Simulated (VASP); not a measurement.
# Zr2SiC2 (I4/mmm) in VASP: notebook, part 2 of 2

VASP 6.6.1. Earlier steps stand in the parts before.

**3. Single point, PBE**

This run uses another cell than the first one, of 16.58 Å³/atom.

The input, INCAR:

```
SYSTEM = Zr2SiC2
PREC     = Accurate       ! precision mode
ENCUT    = 520            ! plane-wave cutoff, eV
EDIFF    = 1E-6           ! SCF threshold, eV
ISMEAR   = 0              ! smearing method
SIGMA    = 0.1            ! smearing width, eV
LREAL    = .False.        ! projectors in reciprocal space
LASPH    = .True.         ! aspherical terms in the spheres
NELM     = 60             ! most SCF steps
ALGO     = Normal         ! electronic algorithm
ISIF     = 2              ! what is computed and relaxed
LWAVE    = .False.        ! write WAVECAR
LCHARG   = .False.        ! write CHGCAR
GGA      = PE             ! functional
NBANDS   = 26             ! bands
```

The input, KPOINTS:

```
regular mesh
0
Gamma
  14 14 14
  0 0 0
```

The input, POSCAR:

```
Zr2SiC2
1.0
   -2.0289359139      2.0289359139      5.0330824747
    2.0289359139     -2.0289359139      5.0330824747
    2.0289359139      2.0289359139     -5.0330824747
Zr Si C
2 1 2
Direct
    0.6701047635      0.6701047635      0.0000000000
    0.3298952365      0.3298952365      0.0000000000
    0.0000000000      0.0000000000      0.0000000000
    0.2500000000      0.7500000000      0.5000000000
    0.7500000000      0.2500000000      0.5000000000
```

Potentials or basis: VASP PAW PBE potentials, release 64 (Zr_sv, Si, C).

The run is started by

```sh
cat potpaw_PBE.64/Zr_sv/POTCAR potpaw_PBE.64/Si/POTCAR potpaw_PBE.64/C/POTCAR > POTCAR
mpirun -np 1 vasp_std > vasp.out
```

OUTCAR:

```text
SYSTEM = Zr2SiC2
   PREC = Accurate
   ENCUT = 520
   EDIFF = 1E-6
   ISMEAR = 0
   LREAL = .False.
   LASPH = .True.
   NELM = 60
   ISIF = 2
   GGA = PE

 ion  position               nearest neighbor table
   1  0.670  0.670  0.000-   4 2.18   5 2.18   4 2.18   5 2.18   2 3.29   2 3.29   2 3.29   2 3.29
                             3 3.32   3 3.34   3 3.34   3 3.34   3 3.34   2 3.42
   2  0.330  0.330  0.000-   4 2.18   5 2.18   4 2.18   5 2.18   1 3.29   1 3.29   1 3.29   1 3.29
                             3 3.32   3 3.34   3 3.34   3 3.34   3 3.34   1 3.42
   3  0.000  0.000  0.000-   1 3.32   2 3.32   1 3.34   2 3.34   1 3.34   1 3.34   1 3.34   2 3.34
                             2 3.34   2 3.34
   4  0.250  0.750  0.500-   2 2.18   1 2.18   2 2.18   1 2.18
   5  0.750  0.250  0.500-   2 2.18   1 2.18   2 2.18   1 2.18

  LATTYP: Found a body centered tetragonal cell.
 ALAT       =     4.0578718278
 C/A-ratio  =     2.4806512814

  Lattice vectors:

 A1 = (  -2.0289359139,   2.0289359139,   5.0330824747)
 A2 = (   2.0289359139,  -2.0289359139,   5.0330824747)
 A3 = (   2.0289359139,   2.0289359139,  -5.0330824747)

Analysis of symmetry for initial positions (statically):
=====================================================================
 Subroutine PRICEL returns:
 Original cell was already a primitive cell.

 Routine SETGRP: Setting up the symmetry group for a
 body centered tetragonal supercell.

 Subroutine GETGRP returns: Found 16 space group operations
 (whereof 16 operations were pure point group operations)
 out of a pool of 16 trial point group operations.

The static configuration has the point symmetry D_4h.

Analysis of symmetry for dynamics (positions and initial velocities):
=====================================================================
 Subroutine PRICEL returns:
 Original cell was already a primitive cell.

 Routine SETGRP: Setting up the symmetry group for a
 body centered tetragonal supercell.

 Subroutine GETGRP returns: Found 16 space group operations
 (whereof 16 operations were pure point group operations)
 out of a pool of 16 trial point group operations.

The dynamic configuration has the point symmetry D_4h.

 Subroutine INISYM returns: Found 16 space group operations
 (whereof 16 operations are pure point group operations),
 and found     1 'primitive' translations

----------------------------------------------------------------------------------------

                                     Primitive cell

  volume of cell :      82.8764

  direct lattice vectors                    reciprocal lattice vectors
    -2.028935914  2.028935914  5.033082475     0.000000000  0.246434595  0.099342700
     2.028935914 -2.028935914  5.033082475     0.246434595  0.000000000  0.099342700
     2.028935914  2.028935914 -5.033082475     0.246434595  0.246434595  0.000000000

  length of vectors
     5.793537873  5.793537873  5.793537873     0.265704689  0.265704689  0.348511146

  position of ions in fractional coordinates (direct lattice)
     0.670104763  0.670104763  0.000000000
     0.329895237  0.329895237  0.000000000
     0.000000000  0.000000000  0.000000000
     0.250000000  0.750000000  0.500000000
     0.750000000  0.250000000  0.500000000

  ion indices of the primitive-cell ions
   primitive index   ion index
[... 35 lines left out ...]
  0.071429  0.000000  0.000000      8.000000
  0.142857  0.000000  0.000000      8.000000
  0.214286  0.000000 -0.000000      8.000000
  0.285714  0.000000 -0.000000      8.000000
  0.357143  0.000000  0.000000      8.000000
[... 16 lines left out ...]
  0.214286  0.142857  0.000000     16.000000
  0.285714  0.142857 -0.000000     16.000000
 [... further k-points ...]
   k-points           NKPTS =    244   k-points in BZ     NKDIM =    244   number of bands    NBANDS=     26
   number of dos      NEDOS =    301   number of ions     NIONS =      5
   total plane-waves  NPLWV = 110592
   dimension x,y,z NGX =    48 NGY =   48 NGZ =   48
   dimension x,y,z NGXF=    96 NGYF=   96 NGZF=   96
   ions per type =               2   1   2
   NGX,Y,Z   is equivalent  to a cutoff of  13.77, 13.77, 13.77 a.u.
   NGXF,Y,Z  is equivalent  to a cutoff of  27.55, 27.55, 27.55 a.u.
 SYSTEM =  Zr2SiC2
   PREC   = accura    normal or accurate (medium, high low for compatibility)
   ISTART =      0    job   : 0-new  1-cont  2-samecut
   ICHARG =      2    charge: 1-file 2-atom 10-const
   ISPIN  =      1    spin polarized calculation?
   LNONCOLLINEAR =      F non collinear calculations
   LSORBIT =      F    spin-orbit coupling
   LASPH  =      T    aspherical Exc in radial PAW
   ENCUT  =  520.0 eV  38.22 Ry    6.18 a.u.  10.77 10.77 10.77*2*pi/ulx,y,z
   NELM   =     60;   NELMIN=  2; NELMDL= -5     # of ELM steps
   EDIFF  = 0.1E-05   stopping-criterion for ELM
   LREAL  =      F    real-space projection
   EDIFFG = 0.1E-04   stopping-criterion for IOM
   NSW    =      0    number of steps for IOM
   IBRION =     -1    ionic relax: 0-MD 1-quasi-New 2-CG
   NFREE  =      0    steps in history (QN), initial steepest desc. (CG)
   ISIF   =      2    stress and relaxation
   ISYM   =      2    0-nonsym 1-usesym 2-fastsym
   POTIM  = 0.5000    time-step for ionic-motion
   TEBEG  =    0.0;   TEEND  =   0.0 temperature during run
   PSTRESS=    0.0 pullay stress
   NELECT =      36.0000    total number of electrons
   NUPDOWN=      -1.0000    fix difference up-down
   EMIN   =  10.00;   EMAX   =-10.00  energy-range for DOS
   EFERMI =   0.00;   METHOD = LEGACY
   ISMEAR =     0;   SIGMA  =   0.10  broadening in eV -4-tet -1-fermi 0-gaus
   EFERMI_NEDOS =   21; number of points for ismear=-14 and -15
   IALGO  =     38    algorithm
   IMIX   =      4    mixing-type and parameters
     AMIX     =   0.40;   BMIX     =  1.00
     AMIX_MAG =   1.60;   BMIX_MAG =  1.00
  volume/ion in A,a.u.               =      16.58       111.86
  Fermi-wavevector in a.u.,A,eV,Ry     =   1.239839  2.342957 20.914899  1.537202
  Thomas-Fermi vector in A             =   2.374306
   LORBIT       =      0    0 simple, 1 ext, 2 COOP (PROOUT), +10 PAW based schemes
   GGA     = PE    functional components
   LHFCALC =     F    Hartree Fock is set to
   AEXX    =    0.0000 exact exchange contribution
   IVDW    =     0    specifies the selected vdW correction
   LEPSILON=     F    determine dielectric tensor
   LRPA    =     F    only Hartree local field effects (RPA)
 non-spin polarized calculation
 Gauss-broadening in eV      SIGMA  =   0.10
  energy-cutoff  :      520.00
  volume of cell :       82.88
 maximum number of plane-waves:      2251
 NGX is ok and might be reduce to    48
   NGX = 21   NGY = 21   NGZ = 21

 number of electron      36.0000000 magnetization

 Free energy of the ion-electron system (eV)
  ---------------------------------------------------
  ext. energy  EPLUGINS =         0.00000000
  ---------------------------------------------------
  free energy    TOTEN  =       -39.65000627 eV

  energy without entropy =      -39.63633133  energy(sigma->0) =      -39.64316880

 E-fermi :   7.3466     XC(G=0): -10.7382

 val. band max:        7.3435365490   @ k =  -0.2143   0.2143   0.1429
 cond. band min:       7.3467666317   @ k =  -0.2857   0.3571   0.2857
 fundamental gap:      0.0032300827
 Fermi energy:         7.3465575055

 k-point     1 :       0.0000    0.0000    0.0000
  band No.  band energies     occupation
      1     -41.0869      2.00000
      2     -40.9924      2.00000
      3     -19.4194      2.00000
      4     -19.3127      2.00000
      5     -19.3127      2.00000
      6     -19.0798      2.00000
[... 685 lines left out ...]
     25      11.5881      0.00000
     26      11.8971      0.00000

 [... further k-points ...]

------------------------ aborting loop because EDIFF is reached ----------------------------------------

  FORCE on cell =-STRESS in cart. coord.  units (eV):
  Direction    XX          YY          ZZ          XY          YZ          ZX
  --------------------------------------------------------------------------------------
  -------------------------------------------------------------------------------------
  Total        0.0915802      0.0915802      0.0281734      0.0000000      0.0000000      0.0000000
  in kB        1.7704411      1.7704411      0.5446517      0.0000000      0.0000000      0.0000000
  external PRESSURE =       1.3618446 kB  Pullay stress =       0.0000000 kB

 VOLUME and BASIS-vectors are now :
 -----------------------------------------------------------------------------
  energy-cutoff  :      520.00
  volume of cell :       82.88
      direct lattice vectors                 reciprocal lattice vectors
    -2.028935914  2.028935914  5.033082475     0.000000000  0.246434595  0.099342700
     2.028935914 -2.028935914  5.033082475     0.246434595  0.000000000  0.099342700
     2.028935914  2.028935914 -5.033082475     0.246434595  0.246434595  0.000000000

 POSITION                                       TOTAL-FORCE (eV/Angst)
 -----------------------------------------------------------------------------------
      0.00000      0.00000      6.74539        -0.000000     -0.000000     -0.024273
      0.00000      0.00000      3.32078         0.000000      0.000000      0.024273
      0.00000      0.00000      0.00000         0.000000      0.000000      0.000000
      2.02894      0.00000      2.51654         0.000000      0.000000      0.000000
      0.00000      2.02894      2.51654         0.000000      0.000000     -0.000000
 -----------------------------------------------------------------------------------
    total drift:                               -0.000000     -0.000000      0.000000

  FREE ENERGIE OF THE ION-ELECTRON SYSTEM (eV)
  ---------------------------------------------------
  free  energy   TOTEN  =       -39.6500062670 eV

  energy  without entropy=      -39.6363313305  energy(sigma->0) =      -39.64316880
```

Wall time 5.5 min (1 thread of Intel Xeon 6975P-C (Granite Rapids), shared host); peak memory 0.67 GiB.

Results:

| Quantity | Value |
| --- | --- |
| Free energy | -39.6500 eV |
| Pressure | 0.1 GPa |
| Largest force | 0.024 eV/Å |
| Band gap on the k mesh | zero (bands 18 and 19 overlap by 1.15 eV) |

Forces on the atoms (eV/Å):
```
Zr   0.000  0.000 -0.024
Zr   0.000  0.000  0.024
Si   0.000  0.000  0.000
C    0.000  0.000  0.000
C    0.000  0.000  0.000
```

Stress tensor (GPa, compression positive):
```
0.18 0.00 0.00
0.00 0.18 0.00
0.00 0.00 0.05
```
